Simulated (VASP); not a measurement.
# Sn (Fd-3m) in VASP: notebook, part 3 of 3

VASP 6.6.1. Earlier steps stand in the parts before.

## 5. Electric field gradients, PBE (34.87 Å³/atom)

This run uses another cell than the first one, of 34.87 Å³/atom.

File INCAR:

```
ALGO = Normal
EDIFF = 1E-8
ENCUT = 520
GGA = PE
ISIF = 2
ISMEAR = -1
LASPH = T
LCHARG = F
LEFG = T
LREAL = F
LWAVE = F
NBANDS = 21
NELM = 60
PREC = Accurate
SIGMA = 0.03
```

File KPOINTS:

```
k-points
0
Gamma
  9 9 9
```

File POSCAR:

```
Sn
1.0
    0.0000000000      3.2670946662      3.2670946662
    3.2670946662      0.0000000000      3.2670946662
    3.2670946662      3.2670946662      0.0000000000
Sn
2
Direct
    0.5000000000      0.5000000000      0.5000000000
    0.7500000000      0.7500000000      0.7500000000
```

Potentials or basis: VASP PAW PBE potentials, release 64 (Sn_d).

Started as:

```
> cat potpaw_PBE.64/Sn_d/POTCAR > POTCAR
> mpirun -np 1 vasp_std > vasp.out
```

OUTCAR:

```text
EDIFF = 1E-8
   ENCUT = 520
   GGA = PE
   ISIF = 2
   ISMEAR = -1
   LASPH = T
   LREAL = F
   NELM = 60
   PREC = Accurate

 ion  position               nearest neighbor table
   1  0.500  0.500  0.500-   2 2.83   2 2.83   2 2.83   2 2.83
   2  0.750  0.750  0.750-   1 2.83   1 2.83   1 2.83   1 2.83

  LATTYP: Found a face centered cubic cell.
 ALAT       =     6.5341893324

  Lattice vectors:

 A1 = (   0.0000000000,   3.2670946662,   3.2670946662)
 A2 = (   3.2670946662,   0.0000000000,   3.2670946662)
 A3 = (   3.2670946662,   3.2670946662,   0.0000000000)

Analysis of symmetry for initial positions (statically):
=====================================================================
 Subroutine PRICEL returns:
 Original cell was already a primitive cell.

 Routine SETGRP: Setting up the symmetry group for a
 face centered cubic supercell.

 Subroutine GETGRP returns: Found 48 space group operations
 (whereof 24 operations were pure point group operations)
 out of a pool of 48 trial point group operations.

The static configuration has the point symmetry T_d .
 The point group associated with its full space group is O_h .

Analysis of symmetry for dynamics (positions and initial velocities):
=====================================================================
 Subroutine PRICEL returns:
 Original cell was already a primitive cell.

 Routine SETGRP: Setting up the symmetry group for a
 face centered cubic supercell.

 Subroutine GETGRP returns: Found 48 space group operations
 (whereof 24 operations were pure point group operations)
 out of a pool of 48 trial point group operations.

[... 155 lines left out ...]
 k-point     1 :       0.0000    0.0000    0.0000
  band No.  band energies     occupation
      1     -16.2174      2.00000
      2     -16.2174      2.00000
      3     -16.2174      2.00000
      4     -16.1606      2.00000
      5     -16.1606      2.00000
      6     -15.8681      2.00000
[... 565 lines left out ...]
     20      15.1917      0.00000
     21      15.5377      0.00000

 [... further k-points ...]

------------------------ aborting loop because EDIFF is reached ----------------------------------------

  FORCE on cell =-STRESS in cart. coord.  units (eV):
  Direction    XX          YY          ZZ          XY          YZ          ZX
  --------------------------------------------------------------------------------------
  -------------------------------------------------------------------------------------
  Total        0.9488173      0.9488173      0.9488173      0.0000000      0.0000000     -0.0000000
  in kB       21.7960618     21.7960618     21.7960618      0.0000000      0.0000000     -0.0000000
  external PRESSURE =      21.7960618 kB  Pullay stress =       0.0000000 kB

 VOLUME and BASIS-vectors are now :
 -----------------------------------------------------------------------------
  energy-cutoff  :      520.00
  volume of cell :       69.75
      direct lattice vectors                 reciprocal lattice vectors
     0.000000000  3.267094666  3.267094666    -0.153041173  0.153041173  0.153041173
     3.267094666  0.000000000  3.267094666     0.153041173 -0.153041173  0.153041173
     3.267094666  3.267094666  0.000000000     0.153041173  0.153041173 -0.153041173

 POSITION                                       TOTAL-FORCE (eV/Angst)
 -----------------------------------------------------------------------------------
      3.26709      3.26709      3.26709         0.000000      0.000000      0.000000
      4.90064      4.90064      4.90064        -0.000000     -0.000000     -0.000000
 -----------------------------------------------------------------------------------
    total drift:                                0.000000      0.000000      0.000000

  FREE ENERGIE OF THE ION-ELECTRON SYSTEM (eV)
  ---------------------------------------------------
  free  energy   TOTEN  =        -7.6626058870 eV

  energy  without entropy=       -7.6618509104  energy(sigma->0) =       -7.66222840

 Electric field gradients (V/A^2)
---------------------------------------------------------------------
 ion       V_xx      V_yy      V_zz      V_xy      V_xz      V_yz
---------------------------------------------------------------------
   1       0.000    -0.000     0.000     0.001     0.001     0.001
   2       0.000    -0.000     0.000     0.001     0.001     0.001
---------------------------------------------------------------------

 Electric field gradients after diagonalization (V/A^2)
 (convention: |V_zz| > |V_xx| > |V_yy|)
----------------------------------------------------------------------
 ion       V_xx      V_yy      V_zz     asymmetry (V_yy - V_xx)/ V_zz
----------------------------------------------------------------------
   1      -0.001    -0.001     0.002       0.000
   2      -0.001    -0.001     0.002       0.000
----------------------------------------------------------------------

           NMR quadrupolar parameters

 Cq : quadrupolar parameter    Cq=e*Q*V_zz/h
 eta: asymmetry parameters     (V_yy - V_xx)/ V_zz
 Q  : nuclear electric quadrupole moment in mb (millibarn)
----------------------------------------------------------------------
 ion       Cq(MHz)       eta       Q (mb)
----------------------------------------------------------------------
   1       0.000       0.000       1.000
   2       0.000       0.000       1.000
----------------------------------------------------------------------
```

stdout:

```text
POSCAR found type information on POSCAR Sn
 POSCAR found :  1 types and       2 ions
 scaLAPACK will be used
 LDA part: xc-table for (Slater+PW92), standard interpolation
 POSCAR, INCAR and KPOINTS ok, starting setup
 FFT: planning ... GRIDC
 FFT: planning ... GRID_SOFT
 FFT: planning ... GRID
 WAVECAR not read
 entering main loop
ion   1

ion   2
```

It took 53 s on 1 thread of Intel Xeon 8259CL, shared host; peak memory 0.22 GiB.

What came out:

| Quantity | Value |
| --- | --- |
| Free energy | -7.6626 eV |
| Pressure | 2.2 GPa |
| Band gap on the k mesh | zero (bands 14 and 15 overlap by 0.11 eV) |
| Largest electric field gradient by atom | zero within the noise of the run |

Levels at points of the mesh, in eV from the Fermi level:
```csv
k point,band 12,band 13,band 14,band 15,band 16,band 17
"(0.00, 0.00, 0.00)",-0.73,0.13,0.13,0.13,2.20,2.20
```

Caveat: spin-orbit coupling is left out, which moves the levels of the heavy elements.

## 6. Electric field gradients, PBE (35.56 Å³/atom)

This run uses another cell than the first one, of 35.56 Å³/atom.

File INCAR:

```
ALGO = Normal
EDIFF = 1E-8
ENCUT = 520
GGA = PE
ISIF = 2
ISMEAR = -1
LASPH = True
LCHARG = False
LEFG = True
LREAL = False
LWAVE = False
NBANDS = 21
NELM = 100
PREC = Accurate
SIGMA = 0.03
```

KPOINTS is that of step 5.

File POSCAR:

```
Sn
1.0
    0.0000000000      3.2883101610      3.2883101610
    3.2883101610      0.0000000000      3.2883101610
    3.2883101610      3.2883101610      0.0000000000
Sn
2
Direct
    0.5000000000      0.5000000000      0.5000000000
    0.7500000000      0.7500000000      0.7500000000
```

Potentials or basis: VASP PAW PBE potentials, release 64 (Sn_d).

Started as:

```
> cat potpaw_PBE.64/Sn_d/POTCAR > POTCAR
> mpirun -np 1 vasp_std > vasp.out
```

OUTCAR:

```text
EDIFF = 1E-8
   ENCUT = 520
   GGA = PE
   ISIF = 2
   ISMEAR = -1
   LASPH = True
   LREAL = False
   NELM = 100
   PREC = Accurate

 ion  position               nearest neighbor table
   1  0.500  0.500  0.500-   2 2.85   2 2.85   2 2.85   2 2.85
   2  0.750  0.750  0.750-   1 2.85   1 2.85   1 2.85   1 2.85

  LATTYP: Found a face centered cubic cell.
 ALAT       =     6.5766203220

  Lattice vectors:

 A1 = (   0.0000000000,   3.2883101610,   3.2883101610)
 A2 = (   3.2883101610,   0.0000000000,   3.2883101610)
 A3 = (   3.2883101610,   3.2883101610,   0.0000000000)

Analysis of symmetry for initial positions (statically):
=====================================================================
 Subroutine PRICEL returns:
 Original cell was already a primitive cell.

 Routine SETGRP: Setting up the symmetry group for a
 face centered cubic supercell.

 Subroutine GETGRP returns: Found 48 space group operations
 (whereof 24 operations were pure point group operations)
 out of a pool of 48 trial point group operations.

The static configuration has the point symmetry T_d .
 The point group associated with its full space group is O_h .

Analysis of symmetry for dynamics (positions and initial velocities):
=====================================================================
 Subroutine PRICEL returns:
 Original cell was already a primitive cell.

 Routine SETGRP: Setting up the symmetry group for a
 face centered cubic supercell.

 Subroutine GETGRP returns: Found 48 space group operations
 (whereof 24 operations were pure point group operations)
 out of a pool of 48 trial point group operations.

The dynamic configuration has the point symmetry T_d .
 The point group associated with its full space group is O_h .

 Subroutine INISYM returns: Found 48 space group operations
 (whereof 24 operations are pure point group operations),
 and found     1 'primitive' translations

----------------------------------------------------------------------------------------

                                     Primitive cell

  volume of cell :      71.1129

  direct lattice vectors                    reciprocal lattice vectors
     0.000000000  3.288310161  3.288310161    -0.152053783  0.152053783  0.152053783
     3.288310161  0.000000000  3.288310161     0.152053783 -0.152053783  0.152053783
     3.288310161  3.288310161  0.000000000     0.152053783  0.152053783 -0.152053783

  length of vectors
     4.650372827  4.650372827  4.650372827     0.263364878  0.263364878  0.263364878

  position of ions in fractional coordinates (direct lattice)
     0.500000000  0.500000000  0.500000000
     0.750000000  0.750000000  0.750000000

  ion indices of the primitive-cell ions
   primitive index   ion index
                 1           1
                 2           2

----------------------------------------------------------------------------------------

 KPOINTS: k-points

Automatic generation of k-mesh.
 Grid dimensions read from file:
 generate k-points for:    9    9    9
[... 69 lines left out ...]
   NFREE  =      0    steps in history (QN), initial steepest desc. (CG)
   ISIF   =      2    stress and relaxation
   ISYM   =      2    0-nonsym 1-usesym 2-fastsym
   POTIM  = 0.5000    time-step for ionic-motion
   TEBEG  =    0.0;   TEEND  =   0.0 temperature during run
   PSTRESS=    0.0 pullay stress
   NELECT =      28.0000    total number of electrons
   NUPDOWN=      -1.0000    fix difference up-down
   EMIN   =  10.00;   EMAX   =-10.00  energy-range for DOS
   EFERMI =   0.00;   METHOD = LEGACY
   ISMEAR =    -1;   SIGMA  =   0.03  broadening in eV -4-tet -1-fermi 0-gaus
   EFERMI_NEDOS =   21; number of points for ismear=-14 and -15
   IALGO  =     38    algorithm
   IMIX   =      4    mixing-type and parameters
     AMIX     =   0.40;   BMIX     =  1.00
     AMIX_MAG =   1.60;   BMIX_MAG =  1.00
  volume/ion in A,a.u.               =      35.56       239.95
  Fermi-wavevector in a.u.,A,eV,Ry     =   1.199899  2.267481 19.589095  1.439758
  Thomas-Fermi vector in A             =   2.335749
   LORBIT       =      0    0 simple, 1 ext, 2 COOP (PROOUT), +10 PAW based schemes
   GGA     = PE    functional components
   LHFCALC =     F    Hartree Fock is set to
   AEXX    =    0.0000 exact exchange contribution
   IVDW    =     0    specifies the selected vdW correction
   LEPSILON=     F    determine dielectric tensor
   LRPA    =     F    only Hartree local field effects (RPA)
 non-spin polarized calculation
  energy-cutoff  :      520.00
  volume of cell :       71.11
 maximum number of plane-waves:      1932
   NGX = 17   NGY = 17   NGZ = 17

 number of electron      27.9999985 magnetization

 Free energy of the ion-electron system (eV)
  ---------------------------------------------------
  ext. energy  EPLUGINS =         0.00000000
  ---------------------------------------------------
  free energy    TOTEN  =        -7.67790394 eV

  energy without entropy =       -7.67686141  energy(sigma->0) =       -7.67738268

 E-fermi :   5.1622     XC(G=0):  -8.7009

 val. band max:        5.0945869549   @ k =   0.1111   0.0000   0.0000
 cond. band min:       5.1647638705   @ k =   0.4444   0.0000   0.0000
 fundamental gap:      0.0701769156
 Fermi energy:         5.1622066665

 k-point     1 :       0.0000    0.0000    0.0000
  band No.  band energies     occupation
      1     -16.3818      2.00000
      2     -16.3818      2.00000
      3     -16.3818      2.00000
      4     -16.3276      2.00000
      5     -16.3276      2.00000
      6     -16.0498      2.00000
[... 565 lines left out ...]
     20      14.8564      0.00000
     21      15.2790      0.00000

 [... further k-points ...]

------------------------ aborting loop because EDIFF is reached ----------------------------------------

  FORCE on cell =-STRESS in cart. coord.  units (eV):
  Direction    XX          YY          ZZ          XY          YZ          ZX
  --------------------------------------------------------------------------------------
  -------------------------------------------------------------------------------------
  Total        0.5901071      0.5901071      0.5901071      0.0000000      0.0000000     -0.0000000
  in kB       13.2951465     13.2951465     13.2951465      0.0000000      0.0000000     -0.0000000
  external PRESSURE =      13.2951465 kB  Pullay stress =       0.0000000 kB

 VOLUME and BASIS-vectors are now :
 -----------------------------------------------------------------------------
  energy-cutoff  :      520.00
  volume of cell :       71.11
      direct lattice vectors                 reciprocal lattice vectors
     0.000000000  3.288310161  3.288310161    -0.152053783  0.152053783  0.152053783
     3.288310161  0.000000000  3.288310161     0.152053783 -0.152053783  0.152053783
     3.288310161  3.288310161  0.000000000     0.152053783  0.152053783 -0.152053783

 POSITION                                       TOTAL-FORCE (eV/Angst)
 -----------------------------------------------------------------------------------
      3.28831      3.28831      3.28831        -0.000000      0.000000     -0.000000
      4.93247      4.93247      4.93247         0.000000     -0.000000      0.000000
 -----------------------------------------------------------------------------------
    total drift:                                0.000000      0.000000      0.000000

  FREE ENERGIE OF THE ION-ELECTRON SYSTEM (eV)
  ---------------------------------------------------
  free  energy   TOTEN  =        -7.6779039442 eV

  energy  without entropy=       -7.6768614065  energy(sigma->0) =       -7.67738268

 Electric field gradients (V/A^2)
---------------------------------------------------------------------
 ion       V_xx      V_yy      V_zz      V_xy      V_xz      V_yz
---------------------------------------------------------------------
   1       0.000    -0.000    -0.000     0.002     0.002     0.002
   2       0.000    -0.000    -0.000     0.002     0.002     0.002
---------------------------------------------------------------------

 Electric field gradients after diagonalization (V/A^2)
 (convention: |V_zz| > |V_xx| > |V_yy|)
----------------------------------------------------------------------
 ion       V_xx      V_yy      V_zz     asymmetry (V_yy - V_xx)/ V_zz
----------------------------------------------------------------------
   1      -0.002    -0.002     0.003       0.000
   2      -0.002    -0.002     0.003       0.000
----------------------------------------------------------------------

           NMR quadrupolar parameters

 Cq : quadrupolar parameter    Cq=e*Q*V_zz/h
 eta: asymmetry parameters     (V_yy - V_xx)/ V_zz
 Q  : nuclear electric quadrupole moment in mb (millibarn)
----------------------------------------------------------------------
 ion       Cq(MHz)       eta       Q (mb)
----------------------------------------------------------------------
   1       0.000       0.000       1.000
   2       0.000       0.000       1.000
----------------------------------------------------------------------
```

OSZICAR:

```text
N       E                     dE             d eps       ncg     rms          rms(c)
DAV:   1     0.228539084854E+03    0.22854E+03   -0.14946E+04  1490   0.191E+03
DAV:   2     0.171111700001E+02   -0.21143E+03   -0.20683E+03  1480   0.443E+02
DAV:   3    -0.694434518412E+01   -0.24056E+02   -0.23936E+02  1705   0.140E+02
DAV:   4    -0.770323379477E+01   -0.75889E+00   -0.75860E+00  1665   0.281E+01
DAV:   5    -0.772943501554E+01   -0.26201E-01   -0.26201E-01  2126   0.509E+00    0.305E+00
DAV:   6    -0.769287402239E+01    0.36561E-01   -0.27642E-02  2000   0.201E+00    0.178E+00
DAV:   7    -0.767568569858E+01    0.17188E-01   -0.41434E-02  1600   0.212E+00    0.159E-01
DAV:   8    -0.767745656679E+01   -0.17709E-02   -0.55646E-03  1665   0.828E-01    0.508E-02
DAV:   9    -0.767787759755E+01   -0.42103E-03   -0.52742E-04  1681   0.146E-01    0.124E-02
DAV:  10    -0.767789922063E+01   -0.21623E-04   -0.39433E-05  1863   0.513E-02    0.621E-03
DAV:  11    -0.767790395378E+01   -0.47331E-05   -0.75937E-06  1697   0.166E-02    0.630E-04
DAV:  12    -0.767790394637E+01    0.74074E-08   -0.25333E-07  1742   0.361E-03    0.496E-04
DAV:  13    -0.767790394422E+01    0.21537E-08   -0.32283E-08  1355   0.106E-03
   1 F= -.76779039E+01 E0= -.76773827E+01  d E =-.104254E-02
```

stdout:

```text
POSCAR found type information on POSCAR Sn
 POSCAR found :  1 types and       2 ions
 scaLAPACK will be used
 LDA part: xc-table for (Slater+PW92), standard interpolation
 POSCAR, INCAR and KPOINTS ok, starting setup
 FFT: planning ... GRIDC
 FFT: planning ... GRID_SOFT
 FFT: planning ... GRID
 WAVECAR not read
 entering main loop
ion   1

ion   2
```

It took 61 s on 1 thread of Intel Xeon 8259CL, shared host; peak memory 0.22 GiB.

Results:

```
Free energy                             : -7.6779 eV
Pressure                                : 1.3 GPa
Band gap on the k mesh                  : zero (bands 14 and 15 overlap by 0.15 eV)
Largest electric field gradient by atom : zero within the noise of the run
```

Levels at points of the mesh, in eV from the Fermi level:
| k point | band 12 | band 13 | band 14 | band 15 | band 16 | band 17 |
| --- | --- | --- | --- | --- | --- | --- |
| (0.00, 0.00, 0.00) | -0.85 | 0.15 | 0.15 | 0.15 | 2.22 | 2.22 |

Caveat: spin-orbit coupling is left out, which moves the levels of the heavy elements.

## 7. The runs side by side

| cell | gap on the mesh (eV) | pressure (GPa) |
| --- | --- | --- |
| a = 4.605 Å, angles 60.0°, 2 atoms | none | 2.6 |
| a = 4.635 Å, angles 60.0°, 2 atoms | none | 1.7 |
| a = 4.620 Å, angles 60.0°, 2 atoms | none | 2.2 |
| a = 4.650 Å, angles 60.0°, 2 atoms | none | 1.3 |

Alike in all rows: task electric field gradients; level PBE; potentials or basis VASP PAW PBE potentials, release 64 (Sn_d); no spin polarisation; k mesh 9 × 9 × 9; cutoff (eV) 520; smearing fermi-dirac 0.03 eV.

Caveats: spin-orbit coupling is left out, which moves the levels of the heavy elements.

Total energies depend on the potentials used, so only differences within one code and one set of settings carry meaning.
